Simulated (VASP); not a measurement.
# LiCl (I-4c2) in VASP: a series of runs, part 2 of 2

VASP 6.6.1. The steps go on from the part before.

## Step 3: Single point, PBE

This run uses another cell than the first one, of 21.95 Å³/atom.

INCAR

```
SYSTEM = LiCl
PREC = Accurate ; ENCUT = 520
EDIFF = 1E-7 ; ISMEAR = 0
SIGMA = 0.1 ; LREAL = .False.
LASPH = .True. ; NELM = 60
ALGO = Normal ; ISIF = 2
LWAVE = .False. ; LCHARG = .True.
GGA = PE ; LELF = .True.
LVHAR = .True. ; NBANDS = 42
```

KPOINTS

```
Automatic mesh
0
Gamma
  4 4 4
  0 0 0
```

POSCAR

```
LiCl
1.0
   -4.5818303161      4.5818303161      3.1370420502
    4.5818303161     -4.5818303161      3.1370420502
    4.5818303161      4.5818303161     -3.1370420502
Li Cl
6 6
Direct
    0.5000000000      0.5000000000      0.0000000000
    0.0000000000      0.0000000000      0.0000000000
    0.8657407687      0.3657407687      0.2314815374
    0.1342592313      0.6342592313      0.7685184626
    0.3657407687      0.1342592313      0.5000000000
    0.6342592313      0.8657407687      0.5000000000
    0.7500000000      0.2500000000      0.5000000000
    0.2500000000      0.7500000000      0.5000000000
    0.8897879526      0.6102120474      0.0000000000
    0.6102120474      0.8897879526      0.0000000000
    0.3897879526      0.3897879526      0.2795759052
    0.1102120474      0.1102120474      0.7204240948
```

Potentials or basis: VASP PAW PBE potentials, release 64 (Li_sv, Cl).

Run with:

```sh
$ cat potpaw_PBE.64/Li_sv/POTCAR potpaw_PBE.64/Cl/POTCAR > POTCAR
$ mpirun -np 1 vasp_std > vasp.out
```

OUTCAR:

```text
SYSTEM = LiCl
   PREC = Accurate
   ENCUT = 520
   EDIFF = 1E-7
   ISMEAR = 0
   LREAL = .False.
   LASPH = .True.
   NELM = 60
   ISIF = 2
   GGA = PE

 ion  position               nearest neighbor table
   1  0.500  0.500  0.000-  11 2.40  12 2.40   9 2.40  10 2.40
   2  0.000  0.000  0.000-  12 2.40  11 2.40   9 2.40  10 2.40
   3  0.866  0.366  0.231-   7 2.34   8 2.34  10 2.60   9 2.60
   4  0.134  0.634  0.769-   7 2.34   8 2.34  10 2.60   9 2.60
   5  0.366  0.134  0.500-   7 2.34   8 2.34  11 2.60  12 2.60
   6  0.634  0.866  0.500-   7 2.34   8 2.34  11 2.60  12 2.60
   7  0.750  0.250  0.500-   3 2.34   4 2.34   5 2.34   6 2.34
[... 805 lines left out ...]
  energy-cutoff  :      520.00
  volume of cell :      263.43
      direct lattice vectors                 reciprocal lattice vectors
    -4.581830316  4.581830316  3.137042050     0.000000000  0.109126695  0.159385814
     4.581830316 -4.581830316  3.137042050     0.109126695  0.000000000  0.159385814
     4.581830316  4.581830316 -3.137042050     0.109126695  0.109126695  0.000000000

 POSITION                                       TOTAL-FORCE (eV/Angst)
 -----------------------------------------------------------------------------------
      0.00000      0.00000      3.13704        -0.000000     -0.000000     -0.000000
      0.00000      0.00000      0.00000        -0.000000     -0.000000     -0.000000
     -1.23031      3.35152      3.13704        -0.002870     -0.002870     -0.000000
      5.81214      1.23031      0.00000         0.002870      0.002870      0.000000
      1.23031      3.35152      0.00000         0.002870     -0.002870     -0.000000
      3.35152      1.23031      3.13704        -0.002870      0.002870     -0.000000
      0.00000      4.58183      1.56852        -0.000000     -0.000000     -0.000000
      4.58183      0.00000      1.56852        -0.000000     -0.000000     -0.000000
     -1.28097      1.28097      4.70556        -0.002851      0.002851      0.000000
      1.28097     -1.28097      4.70556         0.002851     -0.002851     -0.000000
      1.28097      1.28097      1.56852         0.002851      0.002851     -0.000000
      3.30086      3.30086     -1.56852        -0.002851     -0.002851     -0.000000
 -----------------------------------------------------------------------------------
    total drift:                                0.000000     -0.000000     -0.000000

  FREE ENERGIE OF THE ION-ELECTRON SYSTEM (eV)
  ---------------------------------------------------
  free  energy   TOTEN  =       -43.1969015229 eV

  energy  without entropy=      -43.1969015229  energy(sigma->0) =      -43.19690152
```

stdout:

```text
POSCAR found type information on POSCAR LiCl
 POSCAR found :  2 types and      12 ions
 scaLAPACK will be used
 LDA part: xc-table for (Slater+PW92), standard interpolation
 POSCAR, INCAR and KPOINTS ok, starting setup
 FFT: planning ... GRIDC
 FFT: planning ... GRID_SOFT
 FFT: planning ... GRID
 WAVECAR not read
 entering main loop
```

Run time: 4.6 min. Hardware: 1 thread of Oxide Virtual Turin-like, shared host; peak memory 0.38 GiB.

What came out:

* Free energy: -43.1969 eV
* Largest force: 0.004 eV/Å
* Band gap on the k mesh: 4.31 eV

Forces in eV/Å, atoms in the order of the input:
```
Li   0.000  0.000  0.000
Li   0.000  0.000  0.000
Li  -0.003 -0.003  0.000
Li   0.003  0.003  0.000
Li   0.003 -0.003  0.000
Li  -0.003  0.003  0.000
Cl   0.000  0.000  0.000
Cl   0.000  0.000  0.000
Cl  -0.003  0.003  0.000
Cl   0.003 -0.003  0.000
Cl   0.003  0.003  0.000
Cl  -0.003 -0.003  0.000
```

Levels at points of the mesh, in eV from the valence-band top:
| k point | band 26 | band 27 | band 28 | band 29 | band 30 | band 31 | band 32 | band 33 | band 34 | band 35 |
| --- | --- | --- | --- | --- | --- | --- | --- | --- | --- | --- |
| (0.00, 0.00, 0.00) | -1.13 | -1.13 | -0.93 | -0.93 | 0.00 | 4.31 | 6.29 | 6.29 | 6.62 | 7.41 |
| (0.50, 0.00, 0.00) | -1.59 | -1.05 | -1.05 | -1.02 | -1.02 | 6.08 | 6.08 | 6.47 | 6.47 | 6.78 |
| (0.50, 0.50, 0.00) | -1.47 | -1.33 | -0.93 | -0.61 | -0.01 | 5.21 | 5.51 | 5.92 | 6.58 | 7.08 |
| (0.50, 0.50, 0.50) | -1.51 | -1.39 | -0.80 | -0.80 | -0.01 | 5.31 | 5.67 | 5.67 | 5.69 | 7.18 |

Caveat: the cutoff is under 1.25 times the usual one of these potentials, so pressure, stress and relaxed cells hold a basis-set (Pulay) error. A k mesh can miss the band edges.

## Step 4: Relaxation of cell and atoms, PBE

INCAR

```
ALGO = Normal ; EDIFF = 1E-6
EDIFFG = -0.04 ; ENCUT = 600
GGA = PE ; IBRION = 2
ISIF = 3 ; ISMEAR = 0
LASPH = T ; LCHARG = F
LREAL = F ; LWAVE = F
NELM = 60 ; NSW = 90
PREC = Accurate ; SIGMA = 0.1
```

KPOINTS

```
k-points
0
Gamma
  4 4 4
```

POSCAR

```
LiCl
1.0
   -3.9874468900      3.9874468900      2.7556658200
    3.9874468900     -3.9874468900      2.7556658200
    3.9874468900      3.9874468900     -2.7556658200
Li Cl
6 6
Direct
    0.5000000000      0.5000000000      0.0000000000
    0.0000000000      0.0000000000      0.0000000000
    0.8556679600      0.3556679600      0.2113359100
    0.1443320400      0.6443320400      0.7886640900
    0.3556679600      0.1443320400      0.5000000000
    0.6443320400      0.8556679600      0.5000000000
    0.7500000000      0.2500000000      0.5000000000
    0.2500000000      0.7500000000      0.5000000000
    0.8943320400      0.6056679600      0.0000000000
    0.6056679600      0.8943320400      0.0000000000
    0.3943320400      0.3943320400      0.2886640900
    0.1056679600      0.1056679600      0.7113359100
```

Run with:

```sh
$ cat potpaw_PBE.64/Li_sv/POTCAR potpaw_PBE.64/Cl/POTCAR > POTCAR
$ mpirun -np 1 vasp_std > vasp.out
```

Run time: 20 min. Hardware: 1 thread of Oxide Virtual Turin-like, shared host; peak memory 0.36 GiB.

It converged, with:

```yaml
Free_energy: -43.1176 eV
Relaxed_volume: 21.94 Å³/atom
Relaxed_cell: a = 7.196 Å, b = 7.196 Å, c = 7.196 Å, α = 100.97°, β = 100.97°, γ = 128.26°
Space_group_after_relaxing_to_0.1_Å: I-4c2 (No. 120)
Energy_gained_by_relaxing: 335.0 meV/atom
Ionic_steps: 10
Pressure_after_relaxing: -0.1 GPa
Largest_force_after_relaxing: 0.029 eV/Å
Band_gap_on_the_k_mesh: 4.28 eV
```

Forces in eV/Å, atoms in the order of the input:
```
Li   0.000  0.000  0.000
Li   0.000  0.000  0.000
Li   0.021  0.021  0.000
Li  -0.021 -0.021  0.000
Li  -0.021  0.021  0.000
Li   0.021 -0.021  0.000
Cl   0.000  0.000  0.000
Cl   0.000  0.000  0.000
Cl  -0.010  0.010  0.000
Cl   0.010 -0.010  0.000
Cl   0.010  0.010  0.000
Cl  -0.010 -0.010  0.000
```

Step by step:
| step | energy change (eV) | largest force (eV/Å) | pressure (GPa) | volume (Å³) |
| --- | --- | --- | --- | --- |
| 1 | 0.0000 | 0.1139 | 21.17 | 175.26 |
| 2 | -3.5901 | 0.3584 | 3.53 | 228.87 |
| 3 | -3.8114 | 0.4063 | 1.13 | 244.95 |
| 4 | -3.8394 | 0.4252 | 0.21 | 252.81 |
| 5 | -3.8397 | 0.4291 | 0.02 | 254.56 |
| 6 | -3.9122 | 0.3503 | 0.00 | 255.99 |
| 7 | -4.0113 | 0.1013 | 0.11 | 260.20 |
| 8 | -4.0116 | 0.0880 | 0.12 | 260.42 |
| 9 | -4.0174 | 0.0611 | 0.01 | 261.70 |
| 10 | -4.0200 | 0.0293 | -0.13 | 263.25 |

Final structure:
```cif
data_structure
_symmetry_space_group_name_H-M 'P 1'
_symmetry_Int_Tables_number 1
_cell_length_a 7.1959
_cell_length_b 7.1959
_cell_length_c 7.1959
_cell_angle_alpha 100.974
_cell_angle_beta 100.974
_cell_angle_gamma 128.264
_cell_volume 263.25
loop_
_atom_site_label
_atom_site_type_symbol
_atom_site_fract_x
_atom_site_fract_y
_atom_site_fract_z
_atom_site_occupancy
Li1 Li 0.50000 0.50000 0.00000 1
Li2 Li 0.00000 0.00000 0.00000 1
Li3 Li 0.86499 0.36499 0.22998 1
Li4 Li 0.13501 0.63501 0.77002 1
Li5 Li 0.36499 0.13501 0.50000 1
Li6 Li 0.63501 0.86499 0.50000 1
Cl1 Cl 0.75000 0.25000 0.50000 1
Cl2 Cl 0.25000 0.75000 0.50000 1
Cl3 Cl 0.88954 0.61045 0.00000 1
Cl4 Cl 0.61045 0.88954 0.00000 1
Cl5 Cl 0.38954 0.38954 0.27909 1
Cl6 Cl 0.11045 0.11045 0.72091 1
```

Levels at points of the mesh, in eV from the valence-band top:
```csv
k point,band 27,band 28,band 29,band 30,band 31,band 32,band 33,band 34
"(0.00, 0.00, 0.00)",-1.15,-0.94,-0.94,0.00,4.28,6.25,6.25,6.58
"(0.50, 0.00, 0.00)",-1.08,-1.08,-1.05,-1.05,6.05,6.05,6.43,6.43
"(0.50, 0.50, 0.00)",-1.34,-0.95,-0.63,-0.01,5.18,5.48,5.88,6.55
"(0.50, 0.50, 0.50)",-1.43,-0.81,-0.81,-0.01,5.28,5.63,5.63,5.65
```

Caveat: the cutoff is under 1.25 times the usual one of these potentials, so pressure, stress and relaxed cells hold a basis-set (Pulay) error; the volume moved by over 15 % at a fixed basis, so the end points are rough.

## Step 5: The runs side by side

| task | cell | cutoff (eV) | gap on the mesh (eV) | largest force (eV/Å) |
| --- | --- | --- | --- | --- |
| single point | a = 6.276 Å, angles 101.1, 101.1, 127.9°, 12 atoms, atomic positions A | 520 | 3.82 | 0.11 |
| single point | a = 7.199 Å, angles 100.9, 100.9, 128.3°, 12 atoms, atomic positions B | 520 | 4.31 | - |
| relaxation of cell and atoms | relaxed from a = 6.276 Å, angles 101.1, 101.1, 127.9°, 12 atoms, atomic positions A | 600 | 4.28 | 0.03 |

Alike in all rows: level PBE; potentials or basis VASP PAW PBE potentials, release 64 (Li_sv, Cl); no spin polarisation; k mesh 4 × 4 × 4; smearing gaussian 0.1 eV.

Caveats: the cutoff is under 1.25 times the usual one of these potentials, so pressure, stress and relaxed cells hold a basis-set (Pulay) error; the volume moved by over 15 % at a fixed basis, so the end points are rough (at least some runs).

Total energies depend on the potentials used, so only differences within one code and one set of settings carry meaning.
